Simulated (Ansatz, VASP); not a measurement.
# KMgF3 in VASP and in Ansatz

File INCAR:

```
SYSTEM = KMgF3
ALGO = Normal
EDIFF = 1E-6
ENCUT = 520
GGA = CA
ISIF = 2
ISMEAR = 0
LASPH = .TRUE.
LCHARG = .FALSE.
LREAL = .FALSE.
LWAVE = .FALSE.
NBANDS = 24
NELM = 60
PREC = Accurate
SIGMA = 0.05
```

The input KPOINTS:

```
k-points
0
G
  6 6 6
  0 0 0
```

The input POSCAR:

```
KMgF3
1.0
    3.9859000000      0.0249118750      0.0000000000
    0.0249118750      3.9859000000      0.0000000000
    0.0000000000      0.0000000000      3.9859000000
K Mg F
1 1 3
Direct
    0.5000000000      0.5000000000      0.5000000000
    0.0000000000      0.0000000000      0.0000000000
    0.5000000000      0.0000000000      0.0000000000
    0.0000000000      0.5000000000      0.0000000000
    0.0000000000      0.0000000000      0.5000000000
```

Input for Ansatz:

```yaml
crystal:
  lattice:
    - [3.9859, 0.024911875, 0.0]
    - [0.024911875, 3.9859, 0.0]
    - [0.0, 0.0, 3.9859]
  atoms:
    - { symbol: K, position: [0.5, 0.5, 0.5] }
    - { symbol: Mg, position: [0.0, 0.0, 0.0] }
    - { symbol: F, position: [0.5, 0.0, 0.0] }
    - { symbol: F, position: [0.0, 0.5, 0.0] }
    - { symbol: F, position: [0.0, 0.0, 0.5] }
basis:
  ecutwfc: 420
kpoints:
  mp_grid: { grid: [6, 6, 6] }
hamiltonian:
  xc: lda
scf:
  occupations: { method: gaussian, width: 0.05 }
output:
  forces: true
  stress: true
  eigenvalues: true
```

Change from the starting cell: strain +0.0125 x Voigt [0, 0, 0, 0, 0, 1], atoms carried along.

Alike in both runs: task single point; functional LDA; k mesh 6 × 6 × 6; occupations gaussian, width 0.05 eV; no spin polarisation.

```csv
,VASP,Ansatz
version,VASP 6.6.1,Ansatz 0.2.0
potentials or method,"VASP PAW LDA potentials, release 64 (K_sv, Mg, F), cutoff 520 eV","scalar-relativistic, plane waves, PAW"
valence electrons in the cell,32,40
```

```csv
,VASP,Ansatz,Ansatz less VASP
gap on the k mesh at the Fermi level (eV),6.95,6.98,+0.027
least direct gap on the mesh (eV),7.26,7.28,+0.026
pressure (GPa),-5.3,-4.5,+0.80
"traceless stress, the component that is largest in VASP (GPa)",-0.56,-0.55,+0.005
```

LDA's correlation is that of Perdew and Zunger in VASP and of Perdew and Wang (1992) in Ansatz. VASP's potentials hold 32 valence electrons a cell and Ansatz's 40, so a difference there can come from the potentials and not from the codes.
